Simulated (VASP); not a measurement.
# Pt (C2/m) in VASP: single point with PBE

Aim: the single point of Pt with PBE.

All numbers are computed with VASP 6.6.1; they aren't measurements. Logs are shortened: lines on timing, memory, paths and dates and some standing lists are left out, and cuts for length are marked.

**1. The cell of the first run**

It takes space group C2/m (No. 12, monoclinic). Conventional cell: a = 4.862 Å, b = 2.807 Å, c = 4.862 Å, α = 90.00°, β = 109.47°, γ = 90.00°. Within 3.6 Å of Pt (site symmetry m) lie 12 Pt at 2.72 to 2.90 Å.

**2. Single point, PBE (atoms displaced along a vibrational mode)**

Input file INCAR:

```
ALGO = Normal ; EDIFF = 1E-6
ENCUT = 500 ; GGA = PE
GGA_COMPAT = F ; ISIF = 2
ISMEAR = 0 ; LASPH = T
LCHARG = F ; LREAL = F
LWAVE = F ; NBANDS = 17
NELM = 120 ; PREC = Accurate
SIGMA = 0.15
```

Input file KPOINTS:

```
k-points
0
Gamma
  24 24 24
```

Input file POSCAR:

```
Pt
1.0
    0.0000000000     -1.9850550544     -1.9850550544
   -1.9850550544      0.0000000000     -1.9850550544
    1.9850550544      1.9850550544     -3.9701101089
Pt
2
Direct
    0.5154245706      0.5154245706      0.5000000000
   -0.0154245706     -0.0154245706      0.0000000000
```

Potentials or basis: VASP PAW PBE potentials, release 64 (Pt).

On the command line:

```bash
> cat potpaw_PBE.64/Pt/POTCAR > POTCAR
> mpirun -np 1 vasp_std > vasp.out
```

OUTCAR:

```text
EDIFF = 1E-6
   ENCUT = 500
   GGA = PE
   ISIF = 2
   ISMEAR = 0
   LASPH = T
   LREAL = F
   NELM = 120
   PREC = Accurate

 ion  position               nearest neighbor table
   1  0.515  0.515  0.500-   2 2.72   2 2.77   2 2.77   2 2.85   2 2.85   2 2.90
   2  0.985  0.985  0.000-   1 2.72   1 2.77   1 2.77   1 2.85   1 2.85   1 2.90

  LATTYP: Found a trigonal (rhomboedric) cell.
 ALAT       =     4.8623719947
 COS(alpha) =     0.8333333333

  Lattice vectors:

 A1 = (   1.9850550544,   3.9701101088,  -1.9850550545)
 A2 = (   3.9701101088,   1.9850550544,  -1.9850550545)
 A3 = (   1.9850550544,   1.9850550544,  -3.9701101089)

Analysis of symmetry for initial positions (statically):
=====================================================================
 Subroutine PRICEL returns:
 Original cell was already a primitive cell.

 Routine SETGRP: Setting up the symmetry group for a
 trigonal (rhombohedral) supercell.

 Subroutine GETGRP returns: Found  4 space group operations
 (whereof  2 operations were pure point group operations)
 out of a pool of 12 trial point group operations.

The static configuration has the point symmetry C_1h.
 The point group associated with its full space group is C_2h.

Analysis of symmetry for dynamics (positions and initial velocities):
=====================================================================
 Subroutine PRICEL returns:
 Original cell was already a primitive cell.

 Routine SETGRP: Setting up the symmetry group for a
 trigonal (rhombohedral) supercell.

 Subroutine GETGRP returns: Found  4 space group operations
 (whereof  2 operations were pure point group operations)
 out of a pool of 12 trial point group operations.

The dynamic configuration has the point symmetry C_1h.
 The point group associated with its full space group is C_2h.

 Subroutine INISYM returns: Found  4 space group operations
 (whereof  2 operations are pure point group operations),
 and found     1 'primitive' translations

----------------------------------------------------------------------------------------

                                     Primitive cell

  volume of cell :      31.2880

  direct lattice vectors                    reciprocal lattice vectors
     0.000000000 -1.985055054 -1.985055054     0.125941091 -0.377823274 -0.125941091
    -1.985055054  0.000000000 -1.985055054    -0.377823274  0.125941091 -0.125941091
     1.985055054  1.985055054 -3.970110109     0.125941091  0.125941091 -0.125941091

  length of vectors
     2.807291780  2.807291780  4.862371995     0.417699346  0.417699346  0.218136369

  position of ions in fractional coordinates (direct lattice)
     0.515424571  0.515424571  0.500000000
     0.984575429  0.984575429  0.000000000

  ion indices of the primitive-cell ions
   primitive index   ion index
                 1           1
                 2           2

----------------------------------------------------------------------------------------

 KPOINTS: k-points

Automatic generation of k-mesh.
 Grid dimensions read from file:
 generate k-points for:   24   24   24

 Generating k-lattice:

  Cartesian coordinates                     Fractional coordinates (reciprocal lattice)
     0.005247545 -0.015742636 -0.005247545     0.041666667  0.000000000  0.000000000
    -0.015742636  0.005247545 -0.005247545     0.000000000  0.041666667  0.000000000
     0.005247545  0.005247545 -0.005247545     0.000000000  0.000000000  0.041666667

  Length of vectors
     0.017404139  0.017404139  0.009089015

  Shift w.r.t. Gamma in fractional coordinates (k-lattice)
     0.000000000  0.000000000  0.000000000

 Subroutine IBZKPT returns following result:
 ===========================================

 Found   3614 irreducible k-points:

 Following reciprocal coordinates:
            Coordinates               Weight
  0.000000  0.000000  0.000000      1.000000
  0.041667  0.000000  0.000000      4.000000
 -0.041667 -0.041667 -0.041667      2.000000
  0.083333  0.000000  0.000000      4.000000
 -0.083333 -0.083333 -0.083333      2.000000
  0.125000  0.000000  0.000000      4.000000
[... 16 lines left out ...]
 -0.458333 -0.458333 -0.458333      2.000000
  0.500000  0.000000  0.000000      2.000000
 [... further k-points ...]
   k-points           NKPTS =   3614   k-points in BZ     NKDIM =   3614   number of bands    NBANDS=     17
   number of dos      NEDOS =    301   number of ions     NIONS =      2
   total plane-waves  NPLWV =  14400
   dimension x,y,z NGX =    20 NGY =   20 NGZ =   36
   dimension x,y,z NGXF=    40 NGYF=   40 NGZF=   72
   ions per type =               2
   NGX,Y,Z   is equivalent  to a cutoff of  11.84, 11.84, 12.31 a.u.
   NGXF,Y,Z  is equivalent  to a cutoff of  23.69, 23.69, 24.62 a.u.
 SYSTEM =  unknown system
   PREC   = accura    normal or accurate (medium, high low for compatibility)
   ISTART =      0    job   : 0-new  1-cont  2-samecut
   ICHARG =      2    charge: 1-file 2-atom 10-const
   ISPIN  =      1    spin polarized calculation?
   LNONCOLLINEAR =      F non collinear calculations
   LSORBIT =      F    spin-orbit coupling
   LASPH  =      T    aspherical Exc in radial PAW
   ENCUT  =  500.0 eV  36.75 Ry    6.06 a.u.   5.12  5.12  8.87*2*pi/ulx,y,z
   NELM   =    120;   NELMIN=  2; NELMDL= -5     # of ELM steps
   EDIFF  = 0.1E-05   stopping-criterion for ELM
   LREAL  =      F    real-space projection
   EDIFFG = 0.1E-04   stopping-criterion for IOM
   NSW    =      0    number of steps for IOM
   IBRION =     -1    ionic relax: 0-MD 1-quasi-New 2-CG
   NFREE  =      0    steps in history (QN), initial steepest desc. (CG)
   ISIF   =      2    stress and relaxation
   ISYM   =      2    0-nonsym 1-usesym 2-fastsym
   POTIM  = 0.5000    time-step for ionic-motion
   TEBEG  =    0.0;   TEEND  =   0.0 temperature during run
   PSTRESS=    0.0 pullay stress
   NELECT =      20.0000    total number of electrons
   NUPDOWN=      -1.0000    fix difference up-down
   EMIN   =  10.00;   EMAX   =-10.00  energy-range for DOS
   EFERMI =   0.00;   METHOD = LEGACY
   ISMEAR =     0;   SIGMA  =   0.15  broadening in eV -4-tet -1-fermi 0-gaus
   EFERMI_NEDOS =   21; number of points for ismear=-14 and -15
   IALGO  =     38    algorithm
   IMIX   =      4    mixing-type and parameters
     AMIX     =   0.40;   BMIX     =  1.00
     AMIX_MAG =   1.60;   BMIX_MAG =  1.00
  volume/ion in A,a.u.               =      15.64       105.57
  Fermi-wavevector in a.u.,A,eV,Ry     =   1.410238  2.664963 27.058858  1.988770
  Thomas-Fermi vector in A             =   2.532212
   LORBIT       =      0    0 simple, 1 ext, 2 COOP (PROOUT), +10 PAW based schemes
   GGA     = PE    functional components
   LHFCALC =     F    Hartree Fock is set to
   AEXX    =    0.0000 exact exchange contribution
   IVDW    =     0    specifies the selected vdW correction
   LEPSILON=     F    determine dielectric tensor
   LRPA    =     F    only Hartree local field effects (RPA)
 non-spin polarized calculation
 Gauss-broadening in eV      SIGMA  =   0.15
  energy-cutoff  :      500.00
  volume of cell :       31.29
 maximum number of plane-waves:       814
   NGX = 11   NGY = 11   NGZ = 17

 number of electron      19.9999998 magnetization

 Free energy of the ion-electron system (eV)
  ---------------------------------------------------
  ext. energy  EPLUGINS =         0.00000000
  ---------------------------------------------------
  free energy    TOTEN  =       -12.18814039 eV

  energy without entropy =      -12.14263870  energy(sigma->0) =      -12.16538954

 E-fermi :  10.5683     XC(G=0): -13.2697

 val. band max:       10.5682488227   @ k =  -0.3333   0.2083   0.3750
 cond. band min:      10.5684158496   @ k =  -0.0417   0.5000   0.2083
 fundamental gap:      0.0001670270
 Fermi energy:        10.5682920265

 k-point     1 :       0.0000    0.0000    0.0000
  band No.  band energies     occupation
      1       0.7651      2.00000
      2       3.6367      2.00000
      3       6.9526      2.00000
      4       6.9539      2.00000
      5       6.9782      2.00000
      6       7.0266      2.00000
[... 9 lines left out ...]
     16      29.3756      0.00000
     17      29.4807      0.00000

 k-point     2 :       0.0417    0.0000    0.0000
  band No.  band energies     occupation
      1       0.8273      2.00000
      2       3.6907      2.00000
      3       6.9130      2.00000
      4       6.9750      2.00000
      5       6.9987      2.00000
      6       7.0195      2.00000
[... 9 lines left out ...]
     16      29.1399      0.00000
     17      29.3735      0.00000

 k-point     3 :      -0.0417   -0.0417   -0.0417
  band No.  band energies     occupation
      1       0.8272      2.00000
      2       3.6908      2.00000
      3       6.9272      2.00000
      4       6.9648      2.00000
      5       6.9943      2.00000
      6       7.0397      2.00000
[... 9 lines left out ...]
     16      29.2213      0.00000
     17      29.3455      0.00000

 k-point     4 :       0.0833    0.0000    0.0000
  band No.  band energies     occupation
      1       1.0117      2.00000
      2       3.8491      2.00000
      3       6.7928      2.00000
      4       6.8910      2.00000
      5       7.0635      2.00000
      6       7.1407      2.00000
[... 9 lines left out ...]
     16      28.4984      0.00000
     17      28.9211      0.00000
[... 343 lines left out ...]
      1       4.5528      2.00000
      2       4.7440      2.00000
      3       5.6666      2.00000
      4       5.8770      2.00000
      5       6.9990      2.00000
      6       7.2967      2.00000
[... 9 lines left out ...]
     16      25.2841      0.00000
     17      25.8057      0.00000

 k-point    23 :      -0.4583   -0.4583   -0.4583
  band No.  band energies     occupation
      1       4.5064      2.00000
      2       4.7723      2.00000
      3       5.5560      2.00000
      4       5.9264      2.00000
      5       7.1623      2.00000
      6       7.4629      2.00000
[... 9 lines left out ...]
     16      25.7412      0.00000
     17      25.8760      0.00000

 k-point    24 :       0.5000    0.0000    0.0000
  band No.  band energies     occupation
      1       4.6040      2.00000
      2       4.6977      2.00000
      3       5.6534      2.00000
      4       5.8646      2.00000
      5       7.1110      2.00000
      6       7.2280      2.00000
[... 9 lines left out ...]
     16      24.7966      0.00000
     17      25.5765      0.00000

 [... further k-points ...]

------------------------ aborting loop because EDIFF is reached ----------------------------------------

  FORCE on cell =-STRESS in cart. coord.  units (eV):
  Direction    XX          YY          ZZ          XY          YZ          ZX
  --------------------------------------------------------------------------------------
  -------------------------------------------------------------------------------------
  Total        0.0873417      0.0873417     -0.0683506      0.1852568     -0.0937063     -0.0937064
  in kB        4.4725427      4.4725427     -3.5000588      9.4865217     -4.7984566     -4.7984621
  external PRESSURE =       1.8150089 kB  Pullay stress =       0.0000000 kB

 VOLUME and BASIS-vectors are now :
 -----------------------------------------------------------------------------
  energy-cutoff  :      500.00
  volume of cell :       31.29
      direct lattice vectors                 reciprocal lattice vectors
     0.000000000 -1.985055054 -1.985055054     0.125941091 -0.377823274 -0.125941091
    -1.985055054  0.000000000 -1.985055054    -0.377823274  0.125941091 -0.125941091
     1.985055054  1.985055054 -3.970110109     0.125941091  0.125941091 -0.125941091

 POSITION                                       TOTAL-FORCE (eV/Angst)
 -----------------------------------------------------------------------------------
     -0.03062     -0.03062     -4.03135         0.167516      0.167516      0.309875
     -1.95444     -1.95444     -3.90887        -0.167516     -0.167516     -0.309875
 -----------------------------------------------------------------------------------
    total drift:                               -0.000000     -0.000000      0.000000

  FREE ENERGIE OF THE ION-ELECTRON SYSTEM (eV)
  ---------------------------------------------------
  free  energy   TOTEN  =       -12.1881403860 eV

  energy  without entropy=      -12.1426387006  energy(sigma->0) =      -12.16538954
```

Run time: 9.6 min. Hardware: 1 thread of Oxide Virtual Turin-like, shared host; peak memory 1.4 GiB.

Results:

```yaml
Free_energy: -12.1881 eV
Pressure: 0.2 GPa
Largest_force: 0.390 eV/Å
Band_gap_on_the_k_mesh: zero (bands 10 and 11 overlap by 1.68 eV)
```

Forces in eV/Å, atoms in the order of the input:
```
Pt   0.168  0.168  0.310
Pt  -0.168 -0.168 -0.310
```

Caveat: the cell differs from its parent crystal (atoms displaced along a vibrational mode); spin-orbit coupling is left out, which moves the levels of the heavy elements.
